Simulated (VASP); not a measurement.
# ZrB2 (P6/mmm) in VASP: a series of runs

ZrB2 is run at these levels: LDA; tasks: single point.

Program: VASP 6.6.1. These are calculated values, not measurements. Logs are shortened: lines on timing, memory, paths and dates and some standing lists are left out, and cuts for length are marked.

## 1. The cell of the first run

It takes space group P6/mmm (No. 191, hexagonal). The conventional cell has a = 3.188 Å, b = 3.188 Å, c = 3.773 Å, α = 90.00°, β = 90.00°, γ = 120.00°. Within 3.5 Å of Zr (site symmetry 6/mmm) lie 12 B at 2.64 Å and 6 Zr at 3.19 Å. B (site symmetry -6m2) has 3 B at 1.84 Å within 2.4 Å.

## 2. Single point, LDA (volume 11.069 Å^3 an atom, c/a of the conventional cell 1.1834)

Input file INCAR:

```
SYSTEM = ZrB2
ALGO = Normal
EDIFF = 1E-7
ENCUT = 520
GGA = CA
ISIF = 2
ISMEAR = 0
LASPH = .True.
LCHARG = .True.
LELF = .True.
LREAL = .False.
LVHAR = .True.
LWAVE = .False.
NBANDS = 16
NELM = 100
PREC = Accurate
SIGMA = 0.15
```

Input file KPOINTS:

```
k-points
0
Gamma
  18 18 12
  0 0 0
```

Input file POSCAR:

```
ZrB2
1.0
    3.1880306042      0.0000000000      0.0000000000
   -1.5940153021      2.7609154912      0.0000000000
    0.0000000000      0.0000000000      3.7727154170
Zr B
1 2
Direct
    0.0000000000      0.0000000000      0.0000000000
    0.3333333333      0.6666666667      0.5000000000
    0.6666666667      0.3333333333      0.5000000000
```

Potentials or basis: VASP PAW LDA potentials, release 64 (Zr_sv, B).

The run is started by

```console
$ cat potpaw_LDA.64/Zr_sv/POTCAR potpaw_LDA.64/B/POTCAR > POTCAR
$ mpirun -np 1 vasp_std > vasp.out
```

OUTCAR:

```text
SYSTEM = ZrB2
   EDIFF = 1E-7
   ENCUT = 520
   GGA = CA
   ISIF = 2
   ISMEAR = 0
   LASPH = .True.
   LREAL = .False.
   NELM = 100
   PREC = Accurate

 ion  position               nearest neighbor table
   1  0.000  0.000  0.000-   2 2.64   3 2.64   2 2.64   3 2.64   2 2.64   2 2.64   3 2.64   3 2.64
                             3 2.64   3 2.64   2 2.64   2 2.64
   2  0.333  0.667  0.500-   3 1.84   3 1.84   3 1.84   1 2.64   1 2.64   1 2.64   1 2.64   1 2.64
                             1 2.64
   3  0.667  0.333  0.500-   2 1.84   2 1.84   2 1.84   1 2.64   1 2.64   1 2.64   1 2.64   1 2.64
                             1 2.64

  LATTYP: Found a hexagonal cell.
 ALAT       =     3.1880306042
 C/A-ratio  =     1.1834000000

  Lattice vectors:

 A1 = (   3.1880306042,   0.0000000000,   0.0000000000)
 A2 = (  -1.5940153021,   2.7609154912,   0.0000000000)
 A3 = (   0.0000000000,   0.0000000000,   3.7727154170)

Analysis of symmetry for initial positions (statically):
=====================================================================
 Subroutine PRICEL returns:
 Original cell was already a primitive cell.

 Routine SETGRP: Setting up the symmetry group for a
 hexagonal supercell.

 Subroutine GETGRP returns: Found 24 space group operations
 (whereof 24 operations were pure point group operations)
 out of a pool of 24 trial point group operations.

The static configuration has the point symmetry D_6h.

Analysis of symmetry for dynamics (positions and initial velocities):
=====================================================================
 Subroutine PRICEL returns:
 Original cell was already a primitive cell.

 Routine SETGRP: Setting up the symmetry group for a
 hexagonal supercell.

 Subroutine GETGRP returns: Found 24 space group operations
 (whereof 24 operations were pure point group operations)
 out of a pool of 24 trial point group operations.

The dynamic configuration has the point symmetry D_6h.

 Subroutine INISYM returns: Found 24 space group operations
 (whereof 24 operations are pure point group operations),
 and found     1 'primitive' translations

----------------------------------------------------------------------------------------

                                     Primitive cell

  volume of cell :      33.2070

  direct lattice vectors                    reciprocal lattice vectors
     3.188030604  0.000000000  0.000000000     0.313673275  0.181099350  0.000000000
    -1.594015302  2.760915491  0.000000000     0.000000000  0.362198699  0.000000000
     0.000000000  0.000000000  3.772715417     0.000000000  0.000000000  0.265061074

  length of vectors
     3.188030604  3.188030604  3.772715417     0.362198699  0.362198699  0.265061074

  position of ions in fractional coordinates (direct lattice)
     0.000000000  0.000000000  0.000000000
     0.333333333  0.666666667  0.500000000
     0.666666667  0.333333333  0.500000000

  ion indices of the primitive-cell ions
   primitive index   ion index
                 1           1
                 2           2
                 3           3

----------------------------------------------------------------------------------------

 KPOINTS: k-points

Automatic generation of k-mesh.
 Grid dimensions read from file:
 generate k-points for:   18   18   12

 Generating k-lattice:

  Cartesian coordinates                     Fractional coordinates (reciprocal lattice)
     0.017426293  0.010061075  0.000000000     0.055555556  0.000000000  0.000000000
     0.000000000  0.020122150  0.000000000     0.000000000  0.055555556  0.000000000
     0.000000000  0.000000000  0.022088423     0.000000000  0.000000000  0.083333333

  Length of vectors
     0.020122150  0.020122150  0.022088423

  Shift w.r.t. Gamma in fractional coordinates (k-lattice)
     0.000000000  0.000000000  0.000000000

 Subroutine IBZKPT returns following result:
 ===========================================

 Found    259 irreducible k-points:

 Following reciprocal coordinates:
            Coordinates               Weight
  0.000000  0.000000  0.000000      1.000000
  0.055556  0.000000  0.000000      6.000000
  0.111111  0.000000  0.000000      6.000000
  0.166667  0.000000  0.000000      6.000000
  0.222222 -0.000000  0.000000      6.000000
  0.277778  0.000000  0.000000      6.000000
[... 16 lines left out ...]
  0.333333  0.111111  0.000000     12.000000
  0.388889  0.111111  0.000000     12.000000
 [... further k-points ...]
   k-points           NKPTS =    259   k-points in BZ     NKDIM =    259   number of bands    NBANDS=     16
   number of dos      NEDOS =    301   number of ions     NIONS =      3
   total plane-waves  NPLWV =  16128
   dimension x,y,z NGX =    24 NGY =   24 NGZ =   28
   dimension x,y,z NGXF=    48 NGYF=   48 NGZF=   56
   ions per type =               1   2
   NGX,Y,Z   is equivalent  to a cutoff of  12.52, 12.52, 12.34 a.u.
   NGXF,Y,Z  is equivalent  to a cutoff of  25.03, 25.03, 24.68 a.u.
 SYSTEM =  ZrB2
   PREC   = accura    normal or accurate (medium, high low for compatibility)
   ISTART =      0    job   : 0-new  1-cont  2-samecut
   ICHARG =      2    charge: 1-file 2-atom 10-const
   ISPIN  =      1    spin polarized calculation?
   LNONCOLLINEAR =      F non collinear calculations
   LSORBIT =      F    spin-orbit coupling
   LASPH  =      T    aspherical Exc in radial PAW
   ENCUT  =  520.0 eV  38.22 Ry    6.18 a.u.   5.93  5.93  7.01*2*pi/ulx,y,z
   NELM   =    100;   NELMIN=  2; NELMDL= -5     # of ELM steps
   EDIFF  = 0.1E-06   stopping-criterion for ELM
   LREAL  =      F    real-space projection
   EDIFFG = 0.1E-05   stopping-criterion for IOM
   NSW    =      0    number of steps for IOM
   IBRION =     -1    ionic relax: 0-MD 1-quasi-New 2-CG
   NFREE  =      0    steps in history (QN), initial steepest desc. (CG)
   ISIF   =      2    stress and relaxation
   ISYM   =      2    0-nonsym 1-usesym 2-fastsym
   POTIM  = 0.5000    time-step for ionic-motion
   TEBEG  =    0.0;   TEEND  =   0.0 temperature during run
   PSTRESS=    0.0 pullay stress
   NELECT =      18.0000    total number of electrons
   NUPDOWN=      -1.0000    fix difference up-down
   EMIN   =  10.00;   EMAX   =-10.00  energy-range for DOS
   EFERMI =   0.00;   METHOD = LEGACY
   ISMEAR =     0;   SIGMA  =   0.15  broadening in eV -4-tet -1-fermi 0-gaus
   EFERMI_NEDOS =   21; number of points for ismear=-14 and -15
   IALGO  =     38    algorithm
   IMIX   =      4    mixing-type and parameters
     AMIX     =   0.40;   BMIX     =  1.00
     AMIX_MAG =   1.60;   BMIX_MAG =  1.00
  volume/ion in A,a.u.               =      11.07        74.70
  Fermi-wavevector in a.u.,A,eV,Ry     =   1.334819  2.522443 24.242076  1.781742
  Thomas-Fermi vector in A             =   2.463571
   LORBIT       =      0    0 simple, 1 ext, 2 COOP (PROOUT), +10 PAW based schemes
   GGA     = CA    functional components
   LHFCALC =     F    Hartree Fock is set to
   AEXX    =    0.0000 exact exchange contribution
   IVDW    =     0    specifies the selected vdW correction
   LEPSILON=     F    determine dielectric tensor
   LRPA    =     F    only Hartree local field effects (RPA)
 non-spin polarized calculation
 Gauss-broadening in eV      SIGMA  =   0.15
  energy-cutoff  :      520.00
  volume of cell :       33.21
 maximum number of plane-waves:       912
 NGX is ok and might be reduce to    24
   NGX = 11   NGY = 11   NGZ = 15

 number of electron      18.0000000 magnetization

 Free energy of the ion-electron system (eV)
  ---------------------------------------------------
  ext. energy  EPLUGINS =         0.00000000
  ---------------------------------------------------
  free energy    TOTEN  =       -27.15233618 eV

  energy without entropy =      -27.14892029  energy(sigma->0) =      -27.15062824

 E-fermi :   9.5939     XC(G=0): -12.2258

 val. band max:        9.5766606643   @ k =   0.2222   0.2222   0.0000
 cond. band min:       9.5980785303   @ k =   0.1111   0.0000   0.5000
 fundamental gap:      0.0214178661
 Fermi energy:         9.5938840305

 k-point     1 :       0.0000    0.0000    0.0000
  band No.  band energies     occupation
      1     -39.0814      2.00000
      2     -17.4052      2.00000
      3     -16.8403      2.00000
      4     -16.8403      2.00000
      5      -2.6545      2.00000
      6       6.8567      2.00000
[... 8 lines left out ...]
     15      14.9126      0.00000
     16      14.9396      0.00000

 k-point     2 :       0.0556    0.0000    0.0000
  band No.  band energies     occupation
      1     -39.0782      2.00000
      2     -17.4005      2.00000
      3     -16.8676      2.00000
      4     -16.8463      2.00000
      5      -2.5963      2.00000
      6       6.8050      2.00000
[... 8 lines left out ...]
     15      15.1846      0.00000
     16      15.2372      0.00000

 k-point     3 :       0.1111    0.0000    0.0000
  band No.  band energies     occupation
      1     -39.0691      2.00000
      2     -17.3871      2.00000
      3     -16.9457      2.00000
      4     -16.8635      2.00000
      5      -2.4244      2.00000
      6       6.6651      2.00000
[... 8 lines left out ...]
     15      15.8510      0.00000
     16      16.0078      0.00000

 k-point     4 :       0.1667    0.0000    0.0000
  band No.  band energies     occupation
      1     -39.0550      2.00000
      2     -17.3666      2.00000
      3     -17.0633      2.00000
      4     -16.8897      2.00000
      5      -2.1455      2.00000
      6       6.1212      2.00000
[... 8 lines left out ...]
     15      16.1197      0.00000
     16      16.7887      0.00000

 k-point     5 :       0.2222   -0.0000    0.0000
  band No.  band energies     occupation
      1     -39.0376      2.00000
      2     -17.3412      2.00000
      3     -17.2046      2.00000
      4     -16.9217      2.00000
      5      -1.7694      2.00000
      6       5.3280      2.00000
[... 8 lines left out ...]
     15      16.0781      0.00000
     16      17.8404      0.00000

 k-point     6 :       0.2778    0.0000    0.0000
  band No.  band energies     occupation
      1     -39.0191      2.00000
      2     -17.3515      2.00000
      3     -17.3140      2.00000
      4     -16.9555      2.00000
      5      -1.3061      2.00000
      6       4.4956      2.00000
[... 8 lines left out ...]
     15      16.4634      0.00000
     16      18.6798      0.00000

 k-point     7 :       0.3333   -0.0000    0.0000
  band No.  band energies     occupation
      1     -39.0016      2.00000
      2     -17.4866      2.00000
      3     -17.2884      2.00000
      4     -16.9870      2.00000
      5      -0.7654      2.00000
      6       3.6553      2.00000
[... 8 lines left out ...]
     15      17.0839      0.00000
     16      18.6934      0.00000

 k-point     8 :       0.3889   -0.0000    0.0000
  band No.  band energies     occupation
      1     -38.9873      2.00000
      2     -17.5946      2.00000
      3     -17.2674      2.00000
      4     -17.0125      2.00000
      5      -0.1563      2.00000
      6       2.8264      2.00000
[... 8 lines left out ...]
     15      17.7500      0.00000
     16      18.1489      0.00000

 k-point     9 :       0.4444   -0.0000    0.0000
  band No.  band energies     occupation
      1     -38.9779      2.00000
      2     -17.6642      2.00000
      3     -17.2536      2.00000
      4     -17.0290      2.00000
      5       0.5110      2.00000
      6       2.0250      2.00000
[... 8 lines left out ...]
     15      17.3496      0.00000
     16      18.2856      0.00000
[... 172 lines left out ...]
 k-point    19 :       0.1111    0.1111    0.0000
  band No.  band energies     occupation
      1     -39.0472      2.00000
      2     -17.3551      2.00000
      3     -17.1180      2.00000
      4     -16.9140      2.00000
      5      -1.9817      2.00000
      6       5.8719      2.00000
[... 8 lines left out ...]
     15      15.8974      0.00000
     16      16.6075      0.00000

 k-point    20 :       0.1667    0.1111    0.0000
  band No.  band energies     occupation
      1     -39.0309      2.00000
      2     -17.3313      2.00000
      3     -17.2396      2.00000
      4     -16.9546      2.00000
      5      -1.6104      2.00000
      6       5.2210      2.00000
[... 8 lines left out ...]
     15      15.8062      0.00000
     16      17.2937      0.00000

 k-point    21 :       0.2222    0.1111    0.0000
  band No.  band energies     occupation
      1     -39.0134      2.00000
      2     -17.3659      2.00000
      3     -17.3057      2.00000
      4     -16.9980      2.00000
      5      -1.1513      2.00000
      6       4.4933      2.00000
[... 8 lines left out ...]
     15      16.1382      0.00000
     16      18.0991      0.00000

 k-point    22 :       0.2778    0.1111    0.0000
  band No.  band energies     occupation
      1     -38.9970      2.00000
      2     -17.4822      2.00000
      3     -17.2816      2.00000
      4     -17.0388      2.00000
      5      -0.6139      2.00000
      6       3.7192      2.00000
[... 8 lines left out ...]
     15      16.7849      0.00000
     16      18.5730      0.00000

 k-point    23 :       0.3333    0.1111    0.0000
  band No.  band energies     occupation
      1     -38.9835      2.00000
      2     -17.5755      2.00000
      3     -17.2618      2.00000
      4     -17.0719      2.00000
      5      -0.0073      2.00000
      6       2.9278      2.00000
[... 8 lines left out ...]
     15      17.5115      0.00000
     16      18.3244      0.00000

 k-point    24 :       0.3889    0.1111    0.0000
  band No.  band energies     occupation
      1     -38.9747      2.00000
      2     -17.6357      2.00000
      3     -17.2489      2.00000
      4     -17.0934      2.00000
      5       0.6590      2.00000
      6       2.1443      2.00000
[... 8 lines left out ...]
     15      17.7652      0.00000
     16      18.1128      0.00000

 [... further k-points ...]
[... 5 lines left out ...]
  --------------------------------------------------------------------------------------
  -------------------------------------------------------------------------------------
  Total       -3.5412925     -3.5412925     -6.6682348      0.0000000      0.0000000     -0.0000000
  in kB     -170.8609221   -170.8609221   -321.7301944      0.0000000      0.0000000     -0.0000000
  external PRESSURE =    -221.1506795 kB  Pullay stress =       0.0000000 kB

 VOLUME and BASIS-vectors are now :
 -----------------------------------------------------------------------------
  energy-cutoff  :      520.00
  volume of cell :       33.21
      direct lattice vectors                 reciprocal lattice vectors
     3.188030604  0.000000000  0.000000000     0.313673275  0.181099350  0.000000000
    -1.594015302  2.760915491  0.000000000     0.000000000  0.362198699  0.000000000
     0.000000000  0.000000000  3.772715417     0.000000000  0.000000000  0.265061074

 POSITION                                       TOTAL-FORCE (eV/Angst)
 -----------------------------------------------------------------------------------
      0.00000      0.00000      0.00000        -0.000000      0.000000      0.000000
     -0.00000      1.84061      1.88636        -0.000000      0.000000     -0.000000
      1.59402      0.92031      1.88636         0.000000      0.000000      0.000000
 -----------------------------------------------------------------------------------
    total drift:                               -0.000000      0.000000      0.000000

  FREE ENERGIE OF THE ION-ELECTRON SYSTEM (eV)
  ---------------------------------------------------
  free  energy   TOTEN  =       -27.1523361819 eV

  energy  without entropy=      -27.1489202893  energy(sigma->0) =      -27.15062824
```

It took 83 s on 1 thread of Intel Xeon Platinum 8259CL at 2.50GHz (Skylake/Cascade Lake), shared host; peak memory 0.24 GiB.

What came out:

* Free energy: -27.1523 eV
* Pressure: -22.1 GPa
* Band gap on the k mesh: zero (band 9 reaches 10.30 eV, above the bottom of band 10 at 8.97 eV)

## 3. Single point, LDA (volume 11.069 Å^3 an atom, c/a of the conventional cell 1.0482)

Input file INCAR:

```
PREC = Accurate ; ENCUT = 520
EDIFF = 1E-7 ; ISMEAR = 0
SIGMA = 0.15 ; LREAL = False
LASPH = True ; NELM = 100
ALGO = Normal ; ISIF = 2
LWAVE = False ; LCHARG = False
NBANDS = 16
```

Input file KPOINTS:

```
regular mesh
0
Gamma
  18 18 12
```

Input file POSCAR:

```
ZrB2
1.0
    3.3195938529      0.0000000000      0.0000000000
   -1.6597969265      2.8748526068      0.0000000000
    0.0000000000      0.0000000000      3.4795982766
Zr B
1 2
Direct
    0.0000000000      0.0000000000      0.0000000000
    0.3333333333      0.6666666667      0.5000000000
    0.6666666667      0.3333333333      0.5000000000
```

Potentials or basis: VASP PAW LDA potentials, release 64 (Zr_sv, B).

The run is started by

```console
$ cat potpaw_LDA.64/Zr_sv/POTCAR potpaw_LDA.64/B/POTCAR > POTCAR
$ mpirun -np 1 vasp_std > vasp.out
```

It took 2.1 min on 1 thread of Intel Xeon Platinum 8259CL at 2.50GHz (Skylake/Cascade Lake), shared host; peak memory 0.25 GiB.

Results (log left out):

| Item | Value |
| --- | --- |
| Free energy | -27.1167 eV |
| Pressure | -23.9 GPa |
| Band gap on the k mesh | zero (band 9 reaches 10.18 eV, above the bottom of band 10 at 9.33 eV) |

Stress tensor (GPa, compression positive):
```
-30.28   0.00   0.00
  0.00 -30.28   0.00
  0.00   0.00 -11.12
```

Levels at points of the mesh, in eV from the Fermi level:
```csv
k point,band 5,band 6,band 7,band 8,band 9,band 10,band 11,band 12,band 13,band 14
"(0.00, 0.00, 0.00)",-12.15,-2.87,-2.87,-2.27,-1.85,3.01,3.01,3.63,4.22,4.22
"(0.50, 0.00, 0.00)",-8.60,-8.32,-3.26,-3.05,-2.56,2.15,2.29,4.00,4.37,6.34
"(0.00, 0.00, 0.50)",-10.14,-6.67,-1.15,-1.15,-0.24,-0.24,0.66,0.66,2.54,4.24
"(0.50, 0.00, 0.50)",-9.46,-6.63,-4.59,-3.92,-2.19,3.50,3.94,4.48,6.09,6.17
```
